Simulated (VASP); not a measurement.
# Ge in VASP: further runs

Runs on Ge. Level: PBEsol. Tasks: single point.

Program: VASP 6.6.1. These are calculated values, not measurements. Logs are shortened: lines on timing, memory, paths and dates and some standing lists are left out, and cuts for length are marked.

## Step 1: The cell of the first run

The typed cell holds 2 atoms: a = 2.991 Å, b = 2.991 Å, c = 4.728 Å, α = 90.00°, β = 90.00°, γ = 120.33°.

## Step 2: Single point, PBEsol (one atom moved)

Input file INCAR:

```
SYSTEM = Ge
ALGO = Normal
EDIFF = 1E-6
ENCUT = 520
GGA = PS
ISIF = 2
ISMEAR = 0
LASPH = .TRUE.
LCHARG = .FALSE.
LREAL = .FALSE.
LWAVE = .FALSE.
NBANDS = 21
NELM = 100
PREC = Accurate
SIGMA = 0.1
```

Input file KPOINTS:

```
k-points
0
G
  14 14 8
  0 0 0
```

Input file POSCAR:

```
Ge
1.0
    1.4880529250     -2.5946896100      0.0000000000
    1.4880529250      2.5946896100      0.0000000000
    0.0000000000      0.0000000000      4.7275957900
Ge
2
Direct
    0.6863635949      0.3189251955      0.2478593771
    0.3334466300      0.6665533700      0.7500000000
```

Potentials or basis: VASP PAW PBE potentials, release 64 (Ge_d).

On the command line:

```console
cat potpaw_PBE.64/Ge_d/POTCAR > POTCAR
mpirun -np 1 vasp_std > vasp.out
```

OUTCAR:

```text
SYSTEM = Ge
   EDIFF = 1E-6
   ENCUT = 520
   GGA = PS
   ISIF = 2
   ISMEAR = 0
   LASPH = .TRUE.
   LREAL = .FALSE.
   NELM = 100
   PREC = Accurate

 ion  position               nearest neighbor table
   1  0.686  0.319  0.248-   2 2.89   2 2.90   2 2.90   2 2.91
   2  0.333  0.667  0.750-   1 2.89   1 2.90   1 2.90   1 2.91

  LATTYP: Found a base centered orthorhombic cell.
 ALAT       =     2.9761058500
 B/A-ratio  =     1.7436809984
 C/A-ratio  =     1.5885173540

  Lattice vectors:

 A1 = (   1.4880529250,  -2.5946896100,   0.0000000000)
 A2 = (   1.4880529250,   2.5946896100,   0.0000000000)
 A3 = (   0.0000000000,   0.0000000000,   4.7275957900)

Analysis of symmetry for initial positions (statically):
=====================================================================
 Subroutine PRICEL returns:
 Original cell was already a primitive cell.

 Routine SETGRP: Setting up the symmetry group for a
 base centered orthorhombic supercell.

 Subroutine GETGRP returns: Found  2 space group operations
 (whereof  1 operations were pure point group operations)
 out of a pool of  8 trial point group operations.

The static configuration has the point symmetry C_1 .
 The point group associated with its full space group is S_2 .

Analysis of symmetry for dynamics (positions and initial velocities):
=====================================================================
 Subroutine PRICEL returns:
 Original cell was already a primitive cell.

 Routine SETGRP: Setting up the symmetry group for a
 base centered orthorhombic supercell.

 Subroutine GETGRP returns: Found  2 space group operations
 (whereof  1 operations were pure point group operations)
 out of a pool of  8 trial point group operations.

The dynamic configuration has the point symmetry C_1 .
 The point group associated with its full space group is S_2 .

 Subroutine INISYM returns: Found  2 space group operations
 (whereof  1 operations are pure point group operations),
 and found     1 'primitive' translations

----------------------------------------------------------------------------------------

                                     Primitive cell

  volume of cell :      36.5068

  direct lattice vectors                    reciprocal lattice vectors
     1.488052925 -2.594689610  0.000000000     0.336009554 -0.192701277  0.000000000
     1.488052925  2.594689610  0.000000000     0.336009554  0.192701277  0.000000000
     0.000000000  0.000000000  4.727595790     0.000000000  0.000000000  0.211524006

  length of vectors
[... 81 lines left out ...]
   NELM   =    100;   NELMIN=  2; NELMDL= -5     # of ELM steps
   EDIFF  = 0.1E-05   stopping-criterion for ELM
   LREAL  =      F    real-space projection
   EDIFFG = 0.1E-04   stopping-criterion for IOM
   NSW    =      0    number of steps for IOM
   IBRION =     -1    ionic relax: 0-MD 1-quasi-New 2-CG
   NFREE  =      0    steps in history (QN), initial steepest desc. (CG)
   ISIF   =      2    stress and relaxation
   ISYM   =      2    0-nonsym 1-usesym 2-fastsym
   POTIM  = 0.5000    time-step for ionic-motion
   TEBEG  =    0.0;   TEEND  =   0.0 temperature during run
   PSTRESS=    0.0 pullay stress
   NELECT =      28.0000    total number of electrons
   NUPDOWN=      -1.0000    fix difference up-down
   EMIN   =  10.00;   EMAX   =-10.00  energy-range for DOS
   EFERMI =   0.00;   METHOD = LEGACY
   ISMEAR =     0;   SIGMA  =   0.10  broadening in eV -4-tet -1-fermi 0-gaus
   EFERMI_NEDOS =   21; number of points for ismear=-14 and -15
   IALGO  =     38    algorithm
   IMIX   =      4    mixing-type and parameters
     AMIX     =   0.40;   BMIX     =  1.00
     AMIX_MAG =   1.60;   BMIX_MAG =  1.00
  volume/ion in A,a.u.               =      18.25       123.18
  Fermi-wavevector in a.u.,A,eV,Ry     =   1.498544  2.831837 30.553703  2.245634
  Thomas-Fermi vector in A             =   2.610289
   LORBIT       =      0    0 simple, 1 ext, 2 COOP (PROOUT), +10 PAW based schemes
   GGA     = PS    functional components
   LHFCALC =     F    Hartree Fock is set to
   AEXX    =    0.0000 exact exchange contribution
   IVDW    =     0    specifies the selected vdW correction
   LEPSILON=     F    determine dielectric tensor
   LRPA    =     F    only Hartree local field effects (RPA)
 non-spin polarized calculation
 Gauss-broadening in eV      SIGMA  =   0.10
  energy-cutoff  :      520.00
  volume of cell :       36.51
 maximum number of plane-waves:      1014
 NGX is ok and might be reduce to    24
   NGX = 11   NGY = 11   NGZ = 17

 number of electron      28.0000008 magnetization

 Free energy of the ion-electron system (eV)
  ---------------------------------------------------
  ext. energy  EPLUGINS =         0.00000000
  ---------------------------------------------------
  free energy    TOTEN  =        -9.30372371 eV

  energy without entropy =       -9.29887049  energy(sigma->0) =       -9.30129710

 E-fermi :   6.9570     XC(G=0): -11.6044

 val. band max:        6.9565621066   @ k =   0.1429   0.4286   0.0000
 cond. band min:       6.9864586076   @ k =   0.3571   0.3571   0.0000
 fundamental gap:      0.0298965010
 Fermi energy:         6.9570282719

 k-point     1 :       0.0000    0.0000    0.0000
  band No.  band energies     occupation
      1     -17.6530      2.00000
      2     -17.6415      2.00000
      3     -17.6388      2.00000
      4     -17.6369      2.00000
      5     -17.6299      2.00000
      6     -17.6280      2.00000
[... 565 lines left out ...]
     20      17.0880      0.00000
     21      20.7692      0.00000

 [... further k-points ...]

------------------------ aborting loop because EDIFF is reached ----------------------------------------

  FORCE on cell =-STRESS in cart. coord.  units (eV):
  Direction    XX          YY          ZZ          XY          YZ          ZX
  --------------------------------------------------------------------------------------
  -------------------------------------------------------------------------------------
  Total        0.0486113     -0.0772458      0.4595683     -0.0021398      0.0048560     -0.0005228
  in kB        2.1334057     -3.3900897     20.1691000     -0.0939100      0.2131140     -0.0229430
  external PRESSURE =       6.3041387 kB  Pullay stress =       0.0000000 kB

 VOLUME and BASIS-vectors are now :
 -----------------------------------------------------------------------------
  energy-cutoff  :      520.00
  volume of cell :       36.51
      direct lattice vectors                 reciprocal lattice vectors
     1.488052925 -2.594689610  0.000000000     0.336009554 -0.192701277  0.000000000
     1.488052925  2.594689610  0.000000000     0.336009554  0.192701277  0.000000000
     0.000000000  0.000000000  4.727595790     0.000000000  0.000000000  0.211524006

 POSITION                                       TOTAL-FORCE (eV/Angst)
 -----------------------------------------------------------------------------------
      1.49592     -0.95339      1.17178         0.000606      0.001255      0.028374
      1.48805      0.86431      3.54570        -0.000606     -0.001255     -0.028374
 -----------------------------------------------------------------------------------
    total drift:                               -0.000032     -0.000052     -0.000165

  FREE ENERGIE OF THE ION-ELECTRON SYSTEM (eV)
  ---------------------------------------------------
  free  energy   TOTEN  =        -9.3037237149 eV

  energy  without entropy=       -9.2988704896  energy(sigma->0) =       -9.30129710
```

OSZICAR:

```text
N       E                     dE             d eps       ncg     rms          rms(c)
DAV:   1     0.175357451999E+03    0.17536E+03   -0.14168E+04 38044   0.383E+03
DAV:   2     0.143481901596E+02   -0.16101E+03   -0.15595E+03 33307   0.591E+02
DAV:   3    -0.870396417625E+01   -0.23052E+02   -0.22829E+02 37274   0.132E+02
DAV:   4    -0.933889405562E+01   -0.63493E+00   -0.63441E+00 37430   0.253E+01
DAV:   5    -0.934811920988E+01   -0.92252E-02   -0.92249E-02 37617   0.335E+00    0.172E+00
DAV:   6    -0.931614238641E+01    0.31977E-01   -0.32734E-02 45488   0.304E+00    0.906E-01
DAV:   7    -0.930428869447E+01    0.11854E-01   -0.16398E-02 45483   0.175E+00    0.106E-01
DAV:   8    -0.930371469652E+01    0.57400E-03   -0.14270E-03 39221   0.689E-01    0.307E-02
DAV:   9    -0.930372168535E+01   -0.69888E-05   -0.30322E-05 37564   0.648E-02    0.101E-02
DAV:  10    -0.930372387303E+01   -0.21877E-05   -0.13060E-06 31840   0.956E-03    0.555E-04
DAV:  11    -0.930372371490E+01    0.15812E-06   -0.19884E-07 22638   0.778E-03
   1 F= -.93037237E+01 E0= -.93012971E+01  d E =-.485323E-02
```

stdout:

```text
POSCAR found type information on POSCAR Ge
 POSCAR found :  1 types and       2 ions
 scaLAPACK will be used
 -----------------------------------------------------------------------------
|                                                                             |
|                                                                             |
|     You enforced a specific xc type in the INCAR file but a different       |
|     I HOPE YOU KNOW WHAT YOU ARE DOING!                                     |
|                                                                             |
 -----------------------------------------------------------------------------

 LDA part: xc-table for (Slater+PW92), standard interpolation
 POSCAR, INCAR and KPOINTS ok, starting setup
 FFT: planning ... GRIDC
 FFT: planning ... GRID_SOFT
 FFT: planning ... GRID
 WAVECAR not read
 entering main loop
```

It took 3.8 min on 1 thread of AMD EPYC 9R45 (Zen 5), shared host; peak memory 0.51 GiB.

Results:

```
Free energy            : -9.3037 eV
Pressure               : 0.6 GPa
Largest force          : 0.028 eV/Å
Band gap on the k mesh : zero (band 14 reaches 13.71 eV, above the bottom of band 15 at 4.21 eV)
```

Forces in eV/Å, atoms in the order of the input:
```
Ge   0.001  0.001  0.028
Ge  -0.001 -0.001 -0.028
```

Stress tensor (GPa, compression positive):
```
 0.21 -0.01  0.00
-0.01 -0.34  0.02
 0.00  0.02  2.02
```

Caveat: the cell differs from its parent crystal (one atom moved); the PAW data sets were made with another functional, which shifts forces and pressure a little.

## Step 3: Single point, PBEsol

Input file INCAR:

```
ALGO = Normal
EDIFF = 1E-7
ENCUT = 520
GGA = PS
ISIF = 2
ISMEAR = 0
LASPH = T
LCHARG = F
LREAL = F
LWAVE = F
NBANDS = 21
NELM = 100
PREC = Accurate
SIGMA = 0.1
```

Input file KPOINTS:

```
k-points
0
Gamma
  8 8 4
```

POSCAR, as its differences from that of step 2:

```diff
@@ -8,3 +8,3 @@
 Direct
-    0.6863635949      0.3189251955      0.2478593771
+    0.6665533700      0.3334466300      0.2500000000
     0.3334466300      0.6665533700      0.7500000000
```

Potentials or basis: VASP PAW PBE potentials, release 64 (Ge_d).

On the command line:

```console
cat potpaw_PBE.64/Ge_d/POTCAR > POTCAR
mpirun -np 1 vasp_std > vasp.out
```

It took 18 s on 1 thread of Intel Xeon Platinum 8488C (Sapphire Rapids), shared host; peak memory 0.17 GiB.

It converged, with:

| Item | Value |
| --- | --- |
| Free energy | -9.3155 eV |
| Pressure | 0.3 GPa |
| Largest force | 0.006 eV/Å |
| Band gap on the k mesh | zero (band 14 reaches 13.73 eV, above the bottom of band 15 at 4.67 eV) |

Forces on the atoms (eV/Å):
```
Ge   0.000 -0.006  0.000
Ge   0.000  0.006  0.000
```

Stress tensor (GPa, compression positive):
```
-2.91  0.00  0.00
 0.00 -2.39  0.00
 0.00  0.00  6.19
```

Levels at points of the mesh, in eV from the Fermi level:
```tsv
k point	band 12	band 13	band 14	band 15	band 16	band 17
(0.00, 0.00, 0.00)	-7.70	-5.76	6.38	6.50	8.46	8.58
(0.50, 0.00, 0.00)	-7.33	-2.49	-1.49	-1.10	1.21	2.21
(0.50, 0.50, 0.00)	-7.38	-2.53	-1.51	-1.17	1.17	2.37
(0.00, 0.00, 0.50)	-11.92	1.66	1.66	7.53	7.53	7.64
(0.50, 0.00, 0.50)	-7.21	-5.16	-5.16	3.88	3.88	4.85
(0.50, 0.50, 0.50)	-7.28	-5.19	-5.19	4.03	4.03	4.87
```

Caveat: the PAW data sets were made with another functional, which shifts forces and pressure a little.
